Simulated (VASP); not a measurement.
# ZnS (R3m) in VASP: further runs

Runs on ZnS. Level: PBE. Tasks: single point.

All numbers are computed with VASP 6.6.1; they aren't measurements. Logs are shortened: lines on timing, memory, paths and dates and some standing lists are left out, and cuts for length are marked.

**1. The cell of the first run**

The structure is trigonal, space group R3m (No. 160). The conventional cell has a = 4.038 Å, b = 4.038 Å, c = 8.407 Å, α = 90.00°, β = 90.00°, γ = 120.00°. Within 2.8 Å of Zn (site symmetry 3m) lie 4 S at 2.10 to 2.43 Å. S (site symmetry 3m) has 4 Zn at 2.10 to 2.43 Å within 2.8 Å.

**2. Single point, PBE**

Contents of INCAR:

```
PREC = Accurate
ENCUT = 520
EDIFF = 1E-6
ISMEAR = 0
SIGMA = 0.05
LREAL = F
LASPH = T
NELM = 100
ALGO = Normal
ISIF = 2
LWAVE = F
LCHARG = F
GGA = PE
NBANDS = 16
```

Contents of KPOINTS:

```
Automatic mesh
0
Gamma
  10 10 10
```

Contents of POSCAR:

```
ZnS
1.0
   -0.2855210271      2.5696892437      2.5696892437
    2.5696892437     -0.2855210271      2.5696892437
    2.5696892437      2.5696892437     -0.2855210271
Zn S
1 1
Direct
    0.0000000000      0.0000000000      0.0000000000
    0.7500000000      0.7500000000      0.7500000000
```

Potentials or basis: VASP PAW PBE potentials, release 64 (Zn, S).

Started as:

```
cat potpaw_PBE.64/Zn/POTCAR potpaw_PBE.64/S/POTCAR > POTCAR
mpirun -np 1 vasp_std > vasp.out
```

OUTCAR:

```text
PREC = Accurate
   ENCUT = 520
   EDIFF = 1E-6
   ISMEAR = 0
   LREAL = F
   LASPH = T
   NELM = 100
   ISIF = 2
   GGA = PE

 ion  position               nearest neighbor table
   1  0.000  0.000  0.000-   2 2.10   2 2.43   2 2.43   2 2.43
   2  0.750  0.750  0.750-   1 2.10   1 2.43   1 2.43   1 2.43

  LATTYP: Found a trigonal (rhomboedric) cell.
 ALAT       =     3.6452884488
 COS(alpha) =     0.3865030675

  Lattice vectors:

 A1 = (  -0.2855210271,   2.5696892437,   2.5696892437)
 A2 = (   2.5696892437,  -0.2855210271,   2.5696892437)
 A3 = (   2.5696892437,   2.5696892437,  -0.2855210271)

Analysis of symmetry for initial positions (statically):
=====================================================================
 Subroutine PRICEL returns:
 Original cell was already a primitive cell.

 Routine SETGRP: Setting up the symmetry group for a
 trigonal (rhombohedral) supercell.

 Subroutine GETGRP returns: Found  6 space group operations
 (whereof  6 operations were pure point group operations)
 out of a pool of 12 trial point group operations.

The static configuration has the point symmetry C_3v.

Analysis of symmetry for dynamics (positions and initial velocities):
=====================================================================
 Subroutine PRICEL returns:
 Original cell was already a primitive cell.

 Routine SETGRP: Setting up the symmetry group for a
 trigonal (rhombohedral) supercell.

 Subroutine GETGRP returns: Found  6 space group operations
 (whereof  6 operations were pure point group operations)
 out of a pool of 12 trial point group operations.

The dynamic configuration has the point symmetry C_3v.

 Subroutine INISYM returns: Found  6 space group operations
 (whereof  6 operations are pure point group operations),
 and found     1 'primitive' translations

----------------------------------------------------------------------------------------

                                     Primitive cell

  volume of cell :      39.5697

  direct lattice vectors                    reciprocal lattice vectors
    -0.285521027  2.569689244  2.569689244    -0.164817366  0.185419536  0.185419536
     2.569689244 -0.285521027  2.569689244     0.185419536 -0.164817366  0.185419536
     2.569689244  2.569689244 -0.285521027     0.185419536  0.185419536 -0.164817366

  length of vectors
     3.645288449  3.645288449  3.645288449     0.309718538  0.309718538  0.309718538

  position of ions in fractional coordinates (direct lattice)
     0.000000000  0.000000000  0.000000000
     0.750000000  0.750000000  0.750000000

  ion indices of the primitive-cell ions
   primitive index   ion index
                 1           1
                 2           2

----------------------------------------------------------------------------------------

 KPOINTS: Automatic mesh

Automatic generation of k-mesh.
 Grid dimensions read from file:
 generate k-points for:   10   10   10

 Generating k-lattice:

  Cartesian coordinates                     Fractional coordinates (reciprocal lattice)
    -0.016481737  0.018541954  0.018541954     0.100000000  0.000000000  0.000000000
     0.018541954 -0.016481737  0.018541954     0.000000000  0.100000000  0.000000000
     0.018541954  0.018541954 -0.016481737     0.000000000  0.000000000  0.100000000

  Length of vectors
     0.030971854  0.030971854  0.030971854

  Shift w.r.t. Gamma in fractional coordinates (k-lattice)
     0.000000000  0.000000000  0.000000000

 Subroutine IBZKPT returns following result:
 ===========================================

 Found    116 irreducible k-points:

 Following reciprocal coordinates:
            Coordinates               Weight
  0.000000  0.000000  0.000000      1.000000
  0.100000  0.000000  0.000000      6.000000
  0.200000  0.000000  0.000000      6.000000
  0.300000 -0.000000  0.000000      6.000000
  0.400000  0.000000  0.000000      6.000000
  0.500000 -0.000000  0.000000      3.000000
[... 16 lines left out ...]
  0.300000  0.300000  0.000000      6.000000
  0.400000  0.300000  0.000000     12.000000
 [... further k-points ...]
   k-points           NKPTS =    116   k-points in BZ     NKDIM =    116   number of bands    NBANDS=     16
   number of dos      NEDOS =    301   number of ions     NIONS =      2
   total plane-waves  NPLWV =  21952
   dimension x,y,z NGX =    28 NGY =   28 NGZ =   28
   dimension x,y,z NGXF=    56 NGYF=   56 NGZF=   56
   ions per type =               1   1
   NGX,Y,Z   is equivalent  to a cutoff of  12.77, 12.77, 12.77 a.u.
   NGXF,Y,Z  is equivalent  to a cutoff of  25.54, 25.54, 25.54 a.u.
 SYSTEM =  unknown system
   PREC   = accura    normal or accurate (medium, high low for compatibility)
   ISTART =      0    job   : 0-new  1-cont  2-samecut
   ICHARG =      2    charge: 1-file 2-atom 10-const
   ISPIN  =      1    spin polarized calculation?
   LNONCOLLINEAR =      F non collinear calculations
   LSORBIT =      F    spin-orbit coupling
   LASPH  =      T    aspherical Exc in radial PAW
   ENCUT  =  520.0 eV  38.22 Ry    6.18 a.u.   6.78  6.78  6.78*2*pi/ulx,y,z
   NELM   =    100;   NELMIN=  2; NELMDL= -5     # of ELM steps
   EDIFF  = 0.1E-05   stopping-criterion for ELM
   LREAL  =      F    real-space projection
   EDIFFG = 0.1E-04   stopping-criterion for IOM
   NSW    =      0    number of steps for IOM
   IBRION =     -1    ionic relax: 0-MD 1-quasi-New 2-CG
   NFREE  =      0    steps in history (QN), initial steepest desc. (CG)
   ISIF   =      2    stress and relaxation
   ISYM   =      2    0-nonsym 1-usesym 2-fastsym
   POTIM  = 0.5000    time-step for ionic-motion
   TEBEG  =    0.0;   TEEND  =   0.0 temperature during run
   PSTRESS=    0.0 pullay stress
   NELECT =      18.0000    total number of electrons
   NUPDOWN=      -1.0000    fix difference up-down
   EMIN   =  10.00;   EMAX   =-10.00  energy-range for DOS
   EFERMI =   0.00;   METHOD = LEGACY
   ISMEAR =     0;   SIGMA  =   0.05  broadening in eV -4-tet -1-fermi 0-gaus
   EFERMI_NEDOS =   21; number of points for ismear=-14 and -15
   IALGO  =     38    algorithm
   IMIX   =      4    mixing-type and parameters
     AMIX     =   0.40;   BMIX     =  1.00
     AMIX_MAG =   1.60;   BMIX_MAG =  1.00
  volume/ion in A,a.u.               =      19.78       133.51
  Fermi-wavevector in a.u.,A,eV,Ry     =   1.259055  2.379268 21.568210  1.585219
  Thomas-Fermi vector in A             =   2.392634
   LORBIT       =      0    0 simple, 1 ext, 2 COOP (PROOUT), +10 PAW based schemes
   GGA     = PE    functional components
   LHFCALC =     F    Hartree Fock is set to
   AEXX    =    0.0000 exact exchange contribution
   IVDW    =     0    specifies the selected vdW correction
   LEPSILON=     F    determine dielectric tensor
   LRPA    =     F    only Hartree local field effects (RPA)
 non-spin polarized calculation
 Gauss-broadening in eV      SIGMA  =   0.05
  energy-cutoff  :      520.00
  volume of cell :       39.57
 maximum number of plane-waves:      1097
   NGX = 13   NGY = 13   NGZ = 13

 number of electron      17.9999995 magnetization

 Free energy of the ion-electron system (eV)
  ---------------------------------------------------
  ext. energy  EPLUGINS =         0.00000000
  ---------------------------------------------------
  free energy    TOTEN  =        -6.49968997 eV

  energy without entropy =       -6.49968997  energy(sigma->0) =       -6.49968997

 E-fermi :   2.5047     XC(G=0):  -9.6074

 val. band max:        2.2328377628   @ k =   0.0000   0.0000   0.0000
 cond. band min:       3.9674609146   @ k =   0.0000   0.0000   0.0000
 fundamental gap:      1.7346231519
 Fermi energy:         2.5046747547

 k-point     1 :       0.0000    0.0000    0.0000
  band No.  band energies     occupation
      1     -11.1155      2.00000
      2      -4.4472      2.00000
      3      -4.3096      2.00000
      4      -4.3096      2.00000
      5      -3.8264      2.00000
      6      -3.8264      2.00000
[... 8 lines left out ...]
     15      14.0764      0.00000
     16      14.1057      0.00000

 k-point     2 :       0.1000    0.0000    0.0000
  band No.  band energies     occupation
      1     -11.0483      2.00000
      2      -4.4410      2.00000
      3      -4.3016      2.00000
      4      -4.2985      2.00000
      5      -3.8277      2.00000
      6      -3.8259      2.00000
[... 8 lines left out ...]
     15      13.6331      0.00000
     16      14.9618      0.00000

 k-point     3 :       0.2000    0.0000    0.0000
  band No.  band energies     occupation
      1     -10.8634      2.00000
      2      -4.4226      2.00000
      3      -4.2825      2.00000
      4      -4.2577      2.00000
      5      -3.8287      2.00000
      6      -3.8223      2.00000
[... 8 lines left out ...]
     15      13.4979      0.00000
     16      15.1658      0.00000

 k-point     4 :       0.3000   -0.0000    0.0000
  band No.  band energies     occupation
      1     -10.6138      2.00000
      2      -4.3861      2.00000
      3      -4.2635      2.00000
      4      -4.1713      2.00000
      5      -3.8241      2.00000
      6      -3.8098      2.00000
[... 8 lines left out ...]
     15      13.9761      0.00000
     16      14.7597      0.00000
[... 324 lines left out ...]
 k-point    22 :      -0.2000    0.2000    0.0000
  band No.  band energies     occupation
      1     -10.5495      2.00000
      2      -4.3602      2.00000
      3      -4.2356      2.00000
      4      -4.1851      2.00000
      5      -3.8259      2.00000
      6      -3.7928      2.00000
[... 8 lines left out ...]
     15      14.7474      0.00000
     16      16.1361      0.00000

 k-point    23 :       0.3000    0.3000    0.0000
  band No.  band energies     occupation
      1     -10.3571      2.00000
      2      -4.4436      2.00000
      3      -4.1944      2.00000
      4      -4.0594      2.00000
      5      -3.8520      2.00000
      6      -3.7964      2.00000
[... 8 lines left out ...]
     15      14.8990      0.00000
     16      18.2732      0.00000

 k-point    24 :       0.4000    0.3000    0.0000
  band No.  band energies     occupation
      1     -10.1667      2.00000
      2      -4.4090      2.00000
      3      -4.1668      2.00000
      4      -3.9951      2.00000
      5      -3.8057      2.00000
      6      -3.7767      2.00000
[... 8 lines left out ...]
     15      15.2775      0.00000
     16      17.5522      0.00000

 [... further k-points ...]
[... 5 lines left out ...]
  --------------------------------------------------------------------------------------
  -------------------------------------------------------------------------------------
  Total        1.2807825      1.2807825      1.2807825      2.3151831      2.3151831      2.3151831
  in kB       51.8588356     51.8588356     51.8588356     93.7416754     93.7416754     93.7416754
  external PRESSURE =      51.8588356 kB  Pullay stress =       0.0000000 kB

 VOLUME and BASIS-vectors are now :
 -----------------------------------------------------------------------------
  energy-cutoff  :      520.00
  volume of cell :       39.57
      direct lattice vectors                 reciprocal lattice vectors
    -0.285521027  2.569689244  2.569689244    -0.164817366  0.185419536  0.185419536
     2.569689244 -0.285521027  2.569689244     0.185419536 -0.164817366  0.185419536
     2.569689244  2.569689244 -0.285521027     0.185419536  0.185419536 -0.164817366

 POSITION                                       TOTAL-FORCE (eV/Angst)
 -----------------------------------------------------------------------------------
      0.00000      0.00000      0.00000         1.156269      1.156269      1.156269
      3.64039      3.64039      3.64039        -1.156269     -1.156269     -1.156269
 -----------------------------------------------------------------------------------
    total drift:                                0.000014      0.000014      0.000014

  FREE ENERGIE OF THE ION-ELECTRON SYSTEM (eV)
  ---------------------------------------------------
  free  energy   TOTEN  =        -6.4996899651 eV

  energy  without entropy=       -6.4996899651  energy(sigma->0) =       -6.49968997
```

Run time: 47 s. Hardware: 1 thread of Intel Xeon 6975P-C, shared host; peak memory 0.2 GiB.

Results:

| Item | Value |
| --- | --- |
| Free energy | -6.4997 eV |
| Pressure | 5.2 GPa |
| Largest force | 2.003 eV/Å |
| Band gap on the k mesh | 1.73 eV, direct |

Forces on the atoms (eV/Å):
```
Zn   1.156  1.156  1.156
S   -1.156 -1.156 -1.156
```

Levels at points of the mesh, in eV from the valence-band top:
```
           k point  band 6  band 7  band 8  band 9  band 10  band 11  band 12  band 13
(0.00, 0.00, 0.00)   -6.06   -0.25   -0.25    0.00     1.73     5.56     5.56     8.35
(0.50, 0.00, 0.00)   -5.89   -5.30   -0.76   -0.73     3.42     6.34     7.74     8.71
(0.50, 0.50, 0.00)   -5.85   -4.69   -2.85   -1.69     2.85     4.48     9.86    11.33
(0.50, 0.50, 0.50)   -5.93   -5.27   -1.61   -1.61     2.30     6.07     6.07     8.79
```

Caveat: forces of over 1 eV/Å act on the atoms, so gaps and moduli don't describe the material at rest.

**3. Single point, PBE**

This run uses another cell than the first one, of the same volume but with other edges.

Contents of INCAR:

```
ALGO = Normal
EDIFF = 1E-6
ENCUT = 520
GGA = PE
ISIF = 2
ISMEAR = 0
LASPH = T
LCHARG = T
LELF = T
LREAL = F
LVHAR = T
LWAVE = F
NBANDS = 16
NELM = 100
PREC = Accurate
SIGMA = 0.05
```

Contents of KPOINTS:

```
k-points
0
Gamma
  10 10 10
```

Contents of POSCAR:

```
ZnS
1.0
    0.3393564127      2.8845295082      2.8845295082
    2.8845295082      0.3393564127      2.8845295082
    2.8845295082      2.8845295082      0.3393564127
Zn S
1 1
Direct
    0.0000000000      0.0000000000      0.0000000000
    0.7500000000      0.7500000000      0.7500000000
```

Potentials or basis: VASP PAW PBE potentials, release 64 (Zn, S).

Started as:

```
cat potpaw_PBE.64/Zn/POTCAR potpaw_PBE.64/S/POTCAR > POTCAR
mpirun -np 1 vasp_std > vasp.out
```

OUTCAR:

```text
EDIFF = 1E-6
   ENCUT = 520
   GGA = PE
   ISIF = 2
   ISMEAR = 0
   LASPH = T
   LREAL = F
   NELM = 100
   PREC = Accurate

 ion  position               nearest neighbor table
   1  0.000  0.000  0.000-   2 2.26   2 2.26   2 2.26   2 2.65
   2  0.750  0.750  0.750-   1 2.26   1 2.26   1 2.26   1 2.65

  LATTYP: Found a trigonal (rhomboedric) cell.
 ALAT       =     4.0934317806
 COS(alpha) =     0.6134020618

  Lattice vectors:

 A1 = (   0.3393564127,   2.8845295082,   2.8845295082)
 A2 = (   2.8845295082,   0.3393564127,   2.8845295082)
 A3 = (   2.8845295082,   2.8845295082,   0.3393564127)

Analysis of symmetry for initial positions (statically):
=====================================================================
 Subroutine PRICEL returns:
 Original cell was already a primitive cell.

 Routine SETGRP: Setting up the symmetry group for a
 trigonal (rhombohedral) supercell.

 Subroutine GETGRP returns: Found  6 space group operations
 (whereof  6 operations were pure point group operations)
 out of a pool of 12 trial point group operations.

The static configuration has the point symmetry C_3v.
[... 155 lines left out ...]
  ext. energy  EPLUGINS =         0.00000000
  ---------------------------------------------------
  free energy    TOTEN  =        -6.52653241 eV

  energy without entropy =       -6.52653241  energy(sigma->0) =       -6.52653241

 E-fermi :   2.6150     XC(G=0):  -9.6037

 val. band max:        2.4197701753   @ k =   0.0000   0.0000   0.0000
 cond. band min:       3.7140085460   @ k =   0.0000   0.0000   0.0000
 fundamental gap:      1.2942383707
 Fermi energy:         2.6149940497

 k-point     1 :       0.0000    0.0000    0.0000
  band No.  band energies     occupation
      1     -11.1166      2.00000
      2      -4.3485      2.00000
      3      -4.3485      2.00000
      4      -4.2621      2.00000
      5      -3.8137      2.00000
      6      -3.8137      2.00000
[... 433 lines left out ...]
      3      -4.1426      2.00000
      4      -3.9766      2.00000
      5      -3.7968      2.00000
      6      -3.7456      2.00000
[... 8 lines left out ...]
     15      15.3312      0.00000
     16      17.3513      0.00000

 [... further k-points ...]
[... 5 lines left out ...]
  --------------------------------------------------------------------------------------
  -------------------------------------------------------------------------------------
  Total        1.2458873      1.2458873      1.2458873     -1.6348860     -1.6348860     -1.6348860
  in kB       50.4459312     50.4459312     50.4459312    -66.1964737    -66.1964737    -66.1964737
  external PRESSURE =      50.4459312 kB  Pullay stress =       0.0000000 kB

 VOLUME and BASIS-vectors are now :
 -----------------------------------------------------------------------------
  energy-cutoff  :      520.00
  volume of cell :       39.57
      direct lattice vectors                 reciprocal lattice vectors
     0.339356413  2.884529508  2.884529508    -0.207364198  0.185536388  0.185536388
     2.884529508  0.339356413  2.884529508     0.185536388 -0.207364198  0.185536388
     2.884529508  2.884529508  0.339356413     0.185536388  0.185536388 -0.207364198

 POSITION                                       TOTAL-FORCE (eV/Angst)
 -----------------------------------------------------------------------------------
      0.00000      0.00000      0.00000        -0.310203     -0.310203     -0.310203
      4.58131      4.58131      4.58131         0.310203      0.310203      0.310203
 -----------------------------------------------------------------------------------
    total drift:                               -0.000005     -0.000005     -0.000005

  FREE ENERGIE OF THE ION-ELECTRON SYSTEM (eV)
  ---------------------------------------------------
  free  energy   TOTEN  =        -6.5265324132 eV

  energy  without entropy=       -6.5265324132  energy(sigma->0) =       -6.52653241
```

OSZICAR:

```text
N       E                     dE             d eps       ncg     rms          rms(c)
DAV:   1     0.898071009907E+02    0.89807E+02   -0.88970E+03  3728   0.136E+03
DAV:   2    -0.935792551393E+00   -0.90743E+02   -0.84435E+02  4128   0.260E+02
DAV:   3    -0.696136516081E+01   -0.60256E+01   -0.59954E+01  4704   0.653E+01
DAV:   4    -0.702632667741E+01   -0.64962E-01   -0.64945E-01  4440   0.701E+00
DAV:   5    -0.702707581258E+01   -0.74914E-03   -0.74912E-03  4816   0.727E-01    0.762E+00
DAV:   6    -0.655505321661E+01    0.47202E+00   -0.79420E-01  5656   0.312E+01    0.583E+00
DAV:   7    -0.652728015764E+01    0.27773E-01   -0.30882E-01  4648   0.487E+00    0.278E+00
DAV:   8    -0.652621303355E+01    0.10671E-02   -0.85635E-03  4432   0.112E+00    0.757E-01
DAV:   9    -0.652638535222E+01   -0.17232E-03   -0.16784E-03  4632   0.322E-01    0.101E-01
DAV:  10    -0.652650479917E+01   -0.11945E-03   -0.15265E-04  4520   0.949E-02    0.333E-02
DAV:  11    -0.652652989568E+01   -0.25097E-04   -0.36416E-05  4536   0.438E-02    0.179E-02
DAV:  12    -0.652653147762E+01   -0.15819E-05   -0.21618E-06  4864   0.106E-02    0.860E-03
DAV:  13    -0.652653241322E+01   -0.93560E-06   -0.11970E-06  4248   0.764E-03
   1 F= -.65265324E+01 E0= -.65265324E+01  d E =-.135173E-10
```

Wall time 74 s (1 thread of Intel Xeon 6975P-C, shared host); peak memory 0.22 GiB.

Results:

- Free energy: -6.5265 eV
- Pressure: 5.0 GPa
- Largest force: 0.537 eV/Å
- Band gap on the k mesh: 1.29 eV, direct

Forces on the atoms (eV/Å):
```
Zn  -0.310 -0.310 -0.310
S    0.310  0.310  0.310
```

Levels at points of the mesh, in eV from the valence-band top:
| k point | band 7 | band 8 | band 9 | band 10 | band 11 | band 12 |
| --- | --- | --- | --- | --- | --- | --- |
| (0.00, 0.00, 0.00) | -1.06 | 0.00 | 0.00 | 1.29 | 5.37 | 6.99 |
| (0.50, 0.00, 0.00) | -5.56 | -1.50 | -1.20 | 2.55 | 5.83 | 7.29 |
| (0.50, 0.50, 0.00) | -4.94 | -2.88 | -1.93 | 2.68 | 4.28 | 9.23 |
| (0.50, 0.50, 0.50) | -5.36 | -0.45 | -0.45 | 4.18 | 7.41 | 7.41 |

(Part 1 of 2 ends here.)
